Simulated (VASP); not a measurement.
# Ir (P6_3/mmc) in VASP: settings compared, part 3 of 3

VASP 6.6.1. The steps go on from the part before.

### 6 Relaxation of cell and atoms, PBEsol, target pressure 10 GPa, at which the enthalpy is minimised

This run uses another cell than the first one, of 14.63 Å³/atom, 1.036 times its volume.

The input, INCAR:

```
SYSTEM = Ir
PREC = Accurate
ENCUT = 600
EDIFF = 1E-7
ISMEAR = -1
SIGMA = 0.05
LREAL = .FALSE.
LASPH = .TRUE.
NELM = 80
ALGO = Normal
ISIF = 3
LWAVE = .FALSE.
LCHARG = .FALSE.
GGA = PS
IBRION = 2
NSW = 80
EDIFFG = -0.005
PSTRESS = 100.0
```

The input, KPOINTS:

```
Automatic mesh
0
G
  11 11 6
  0 0 0
```

The input, POSCAR:

```
Ir
1.0
    2.7513778946      0.0000000000      0.0000000000
   -1.3756889473      2.3827631521      0.0000000000
    0.0000000000      0.0000000000      4.4622900000
Ir
2
Direct
    0.3333333333      0.6666666667      0.2500000000
    0.6666666667      0.3333333333      0.7500000000
```

Potentials or basis: VASP PAW PBE potentials, release 64 (Ir).

Launch:

```bash
$ cat potpaw_PBE.64/Ir/POTCAR > POTCAR
$ mpirun -np 1 vasp_std > vasp.out
```

OUTCAR:

```text
SYSTEM = Ir
   PREC = Accurate
   ENCUT = 600
   EDIFF = 1E-7
   ISMEAR = -1
   LREAL = .FALSE.
   LASPH = .TRUE.
   NELM = 80
   ISIF = 3
   GGA = PS
   IBRION = 2
   NSW = 80
   EDIFFG = -0.005
   PSTRESS = 100.0

 ion  position               nearest neighbor table
   1  0.333  0.667  0.250-   2 2.74   2 2.74   2 2.74   2 2.74   2 2.74   2 2.74
   2  0.667  0.333  0.750-   1 2.74   1 2.74   1 2.74   1 2.74   1 2.74   1 2.74

  LATTYP: Found a hexagonal cell.
 ALAT       =     2.7513778946
 C/A-ratio  =     1.6218382828

  Lattice vectors:

 A1 = (   2.7513778946,   0.0000000000,   0.0000000000)
 A2 = (  -1.3756889473,   2.3827631521,   0.0000000000)
 A3 = (   0.0000000000,   0.0000000000,   4.4622900000)

Analysis of symmetry for initial positions (statically):
=====================================================================
 Subroutine PRICEL returns:
 Original cell was already a primitive cell.

 Routine SETGRP: Setting up the symmetry group for a
 hexagonal supercell.

 Subroutine GETGRP returns: Found 24 space group operations
 (whereof 12 operations were pure point group operations)
 out of a pool of 24 trial point group operations.

The static configuration has the point symmetry D_3d.
 The point group associated with its full space group is D_6h.

Analysis of symmetry for dynamics (positions and initial velocities):
=====================================================================
 Subroutine PRICEL returns:
 Original cell was already a primitive cell.

 Routine SETGRP: Setting up the symmetry group for a
 hexagonal supercell.

 Subroutine GETGRP returns: Found 24 space group operations
 (whereof 12 operations were pure point group operations)
 out of a pool of 24 trial point group operations.

The dynamic configuration has the point symmetry D_3d.
 The point group associated with its full space group is D_6h.

 Subroutine INISYM returns: Found 24 space group operations
 (whereof 12 operations are pure point group operations),
 and found     1 'primitive' translations

----------------------------------------------------------------------------------------

                                     Primitive cell

  volume of cell :      29.2542

  direct lattice vectors                    reciprocal lattice vectors
     2.751377895  0.000000000  0.000000000     0.363454254  0.209840411  0.000000000
    -1.375688947  2.382763152  0.000000000     0.000000000  0.419680823  0.000000000
     0.000000000  0.000000000  4.462290000     0.000000000  0.000000000  0.224100182

  length of vectors
     2.751377895  2.751377895  4.462290000     0.419680823  0.419680823  0.224100182

  position of ions in fractional coordinates (direct lattice)
     0.333333333  0.666666667  0.250000000
     0.666666667  0.333333333  0.750000000

  ion indices of the primitive-cell ions
   primitive index   ion index
                 1           1
                 2           2

----------------------------------------------------------------------------------------

 KPOINTS: Automatic mesh

Automatic generation of k-mesh.
 Grid dimensions read from file:
 generate k-points for:   11   11    6

 Generating k-lattice:

  Cartesian coordinates                     Fractional coordinates (reciprocal lattice)
     0.033041296  0.019076401  0.000000000     0.090909091 -0.000000000  0.000000000
     0.000000000  0.038152802  0.000000000     0.000000000  0.090909091  0.000000000
     0.000000000  0.000000000  0.037350030     0.000000000  0.000000000  0.166666667

  Length of vectors
     0.038152802  0.038152802  0.037350030

  Shift w.r.t. Gamma in fractional coordinates (k-lattice)
     0.000000000  0.000000000  0.000000000

 Subroutine IBZKPT returns following result:
 ===========================================

 Found     64 irreducible k-points:

 Following reciprocal coordinates:
            Coordinates               Weight
  0.000000  0.000000  0.000000      1.000000
  0.090909 -0.000000  0.000000      6.000000
  0.181818 -0.000000  0.000000      6.000000
  0.272727 -0.000000  0.000000      6.000000
  0.363636 -0.000000  0.000000      6.000000
  0.454545 -0.000000  0.000000      6.000000
[... 16 lines left out ...]
  0.090909  0.090909  0.166667     12.000000
  0.181818  0.090909  0.166667     24.000000
 [... further k-points ...]
   k-points           NKPTS =     64   k-points in BZ     NKDIM =     64   number of bands    NBANDS=     13
   number of dos      NEDOS =    301   number of ions     NIONS =      2
   total plane-waves  NPLWV =  20736
   dimension x,y,z NGX =    24 NGY =   24 NGZ =   36
   dimension x,y,z NGXF=    48 NGYF=   48 NGZF=   72
   ions per type =               2
   NGX,Y,Z   is equivalent  to a cutoff of  14.50, 14.50, 13.41 a.u.
   NGXF,Y,Z  is equivalent  to a cutoff of  29.00, 29.00, 26.82 a.u.
 SYSTEM =  Ir
   PREC   = accura    normal or accurate (medium, high low for compatibility)
   ISTART =      0    job   : 0-new  1-cont  2-samecut
   ICHARG =      2    charge: 1-file 2-atom 10-const
   ISPIN  =      1    spin polarized calculation?
   LNONCOLLINEAR =      F non collinear calculations
   LSORBIT =      F    spin-orbit coupling
   LASPH  =      T    aspherical Exc in radial PAW
   ENCUT  =  600.0 eV  44.10 Ry    6.64 a.u.   5.50  5.50  8.91*2*pi/ulx,y,z
   NELM   =     80;   NELMIN=  2; NELMDL= -5     # of ELM steps
   EDIFF  = 0.1E-06   stopping-criterion for ELM
   LREAL  =      F    real-space projection
   EDIFFG = -.5E-02   stopping-criterion for IOM
   NSW    =     80    number of steps for IOM
   IBRION =      2    ionic relax: 0-MD 1-quasi-New 2-CG
   NFREE  =      1    steps in history (QN), initial steepest desc. (CG)
   ISIF   =      3    stress and relaxation
   ISYM   =      2    0-nonsym 1-usesym 2-fastsym
   POTIM  = 0.5000    time-step for ionic-motion
   TEBEG  =    0.0;   TEEND  =   0.0 temperature during run
   PSTRESS=  100.0 pullay stress
   NELECT =      18.0000    total number of electrons
   NUPDOWN=      -1.0000    fix difference up-down
   EMIN   =  10.00;   EMAX   =-10.00  energy-range for DOS
   EFERMI =   0.00;   METHOD = LEGACY
   ISMEAR =    -1;   SIGMA  =   0.05  broadening in eV -4-tet -1-fermi 0-gaus
   EFERMI_NEDOS =   21; number of points for ismear=-14 and -15
   IALGO  =     38    algorithm
   IMIX   =      4    mixing-type and parameters
     AMIX     =   0.40;   BMIX     =  1.00
     AMIX_MAG =   1.60;   BMIX_MAG =  1.00
  volume/ion in A,a.u.               =      14.63        98.71
  Fermi-wavevector in a.u.,A,eV,Ry     =   1.392417  2.631287 26.379323  1.938826
  Thomas-Fermi vector in A             =   2.516162
   LORBIT       =      0    0 simple, 1 ext, 2 COOP (PROOUT), +10 PAW based schemes
   GGA     = PS    functional components
   LHFCALC =     F    Hartree Fock is set to
   AEXX    =    0.0000 exact exchange contribution
   IVDW    =     0    specifies the selected vdW correction
   LEPSILON=     F    determine dielectric tensor
   LRPA    =     F    only Hartree local field effects (RPA)
 conjugate gradient relaxation of ions
 non-spin polarized calculation
  energy-cutoff  :      600.00
  volume of cell :       29.25
 maximum number of plane-waves:      1002
 NGX is ok and might be reduce to    24
   NGX = 11   NGY = 11   NGZ = 17

--------------------------------------- Ionic step        1  -------------------------------------------

 number of electron      17.9999998 magnetization

 Free energy of the ion-electron system (eV)
  ---------------------------------------------------
  ext. energy  EPLUGINS =         0.00000000
  ---------------------------------------------------
  free energy    TOTEN  =       -19.43410983 eV

  energy without entropy =      -19.40862035  energy(sigma->0) =      -19.42136509

 E-fermi :   9.7708     XC(G=0): -13.9064

 val. band max:        9.7618893016   @ k =   0.3636   0.1818   0.1667
 cond. band min:       9.7762178763   @ k =   0.2727   0.0909   0.3333
 fundamental gap:      0.0143285747
 Fermi energy:         9.7708365070

 k-point     1 :       0.0000    0.0000    0.0000
  band No.  band energies     occupation
      1      -1.1573      2.00000
      2       1.9082      2.00000
      3       6.0137      2.00000
      4       6.1191      2.00000
      5       6.1191      2.00000
      6       6.7467      2.00000
      7       6.7467      2.00000
      8       7.5106      2.00000
      9       7.5106      2.00000
     10       8.9956      2.00000
     11      10.0463      0.00807
     12      10.0463      0.00807
     13      16.5256      0.00000
[... 555 lines left out ...]
  enthalpy is  TOTEN    =       -17.7236785153 eV   P V=        1.7247311598

--------------------------------------- Ionic step        6  -------------------------------------------

 number of electron      18.0000001 magnetization

 Free energy of the ion-electron system (eV)
  ---------------------------------------------------
  ext. energy  EPLUGINS =         0.00000000
  ---------------------------------------------------
  free energy    TOTEN  =       -19.44838341 eV

  energy without entropy =      -19.42511074  energy(sigma->0) =      -19.43674707

 E-fermi :  10.7732     XC(G=0): -14.2407

 val. band max:       10.7600221668   @ k =   0.3636   0.1818   0.1667
 cond. band min:      10.7757575672   @ k =   0.2727   0.0909   0.3333
 fundamental gap:      0.0157354005
 Fermi energy:        10.7732094389

 k-point     1 :       0.0000    0.0000    0.0000
  band No.  band energies     occupation
      1      -0.7864      2.00000
      2       2.2889      2.00000
      3       6.6617      2.00000
      4       6.7732      2.00000
      5       6.7732      2.00000
      6       7.4643      2.00000
      7       7.4643      2.00000
      8       8.3055      2.00000
      9       8.3055      2.00000
     10       9.8317      2.00000
     11      11.0735      0.00492
     12      11.0735      0.00492
     13      18.0576      0.00000
[... 397 lines left out ...]
  FREE ENERGIE OF THE ION-ELECTRON SYSTEM (eV)
  ---------------------------------------------------
  free  energy   TOTEN  =       -19.4483834081 eV

  energy  without entropy=      -19.4251107353  energy(sigma->0) =      -19.43674707

  enthalpy is  TOTEN    =       -17.7236871192 eV   P V=        1.7246962889

 reached required accuracy - stopping structural energy minimisation
```

Wall time 80 s (1 thread of Intel Xeon 6975P-C, shared host); peak memory 0.19 GiB.

What came out:

```yaml
Free_energy: -19.4484 eV
Relaxed_volume: 13.82 Å³/atom
Relaxed_cell: a = 2.699 Å, b = 2.699 Å, c = 4.380 Å, α = 90.00°, β = 90.00°, γ = 120.00°
Space_group_after_relaxing_to_0.05_Å: P6_3/mmc (No. 194)
Energy_change_on_relaxing_the_enthalpy_is_what_falls: -7.1 meV/atom
Ionic_steps: 6
Pressure_after_relaxing: 10.0 GPa
Band_gap_on_the_k_mesh: zero (band 9 reaches 11.81 eV, above the bottom of band 10 at 8.41 eV)
```

The path:
```csv
step,energy change (eV),largest force (eV/Å),pressure (GPa),volume (Å³)
1,0.0000,0.0000,-11.55,29.25
2,3.1374,0.0000,199.16,21.69
3,-0.0236,0.0000,7.34,27.81
4,-0.0176,0.0000,9.14,27.69
5,-0.0143,0.0000,10.00,27.63
6,-0.0143,0.0000,10.00,27.63
```

Final structure:
```
CELL_PARAMETERS angstrom
2.69915 0.00000 0.00000
-1.34957 2.33753 0.00000
0.00000 0.00000 4.37965
ATOMIC_POSITIONS crystal
Ir 0.33333 0.66667 0.25000
Ir 0.66667 0.33333 0.75000
```

Caveat: the cell is relaxed towards a set pressure, so the enthalpy falls and the energy may rise; the PAW data sets were made with another functional, which shifts forces and pressure a little; spin-orbit coupling is left out, which moves the levels of the heavy elements.

### 7 Summary

| task | level | potentials or basis | cell | k mesh | cutoff (eV) | gap on the mesh (eV) | pressure (GPa) | relaxed volume (Å³/atom) |
| --- | --- | --- | --- | --- | --- | --- | --- | --- |
| single point | PBEsol | VASP PAW PBE potentials, release 64 (Ir) | a = 2.720, b = 2.720, c = 4.408 Å, angles 90.0, 90.0, 120.0°, 2 atoms | 11 × 11 × 6 | 520 | none | 1.0 | - |
| relaxation of cell and atoms | LDA | VASP PAW LDA potentials, release 64 (Ir) | relaxed from a = 2.751, b = 2.751, c = 4.462 Å, angles 90.0, 90.0, 120.0°, 2 atoms | 8 × 8 × 5 | 600 | none | 0.1 | 14.03 |
| relaxation of cell and atoms | PBEsol | VASP PAW PBE potentials, release 64 (Ir) | relaxed from a = 2.751, b = 2.751, c = 4.462 Å, angles 90.0, 90.0, 120.0°, 2 atoms | 11 × 11 × 6 | 600 | none | 0.0 | 14.16 |
| relaxation of cell and atoms | PBEsol | VASP PAW PBE potentials, release 64 (Ir) | relaxed to 2 GPa from a = 2.751, b = 2.751, c = 4.462 Å, angles 90.0, 90.0, 120.0°, 2 atoms | 11 × 11 × 6 | 600 | none | 2.0 | - |
| relaxation of cell and atoms | PBEsol | VASP PAW PBE potentials, release 64 (Ir) | relaxed to 10 GPa from a = 2.751, b = 2.751, c = 4.462 Å, angles 90.0, 90.0, 120.0°, 2 atoms | 11 × 11 × 6 | 600 | none | 10.0 | - |

Alike in all rows: no spin polarisation; smearing fermi-dirac 0.05 eV.

Caveats: spin-orbit coupling is left out, which moves the levels of the heavy elements; the PAW data sets were made with another functional, which shifts forces and pressure a little (some runs); the cell is relaxed towards a set pressure, so the enthalpy falls and the energy may rise (some runs).

Absolute energies hang on the potentials; compare differences alone.
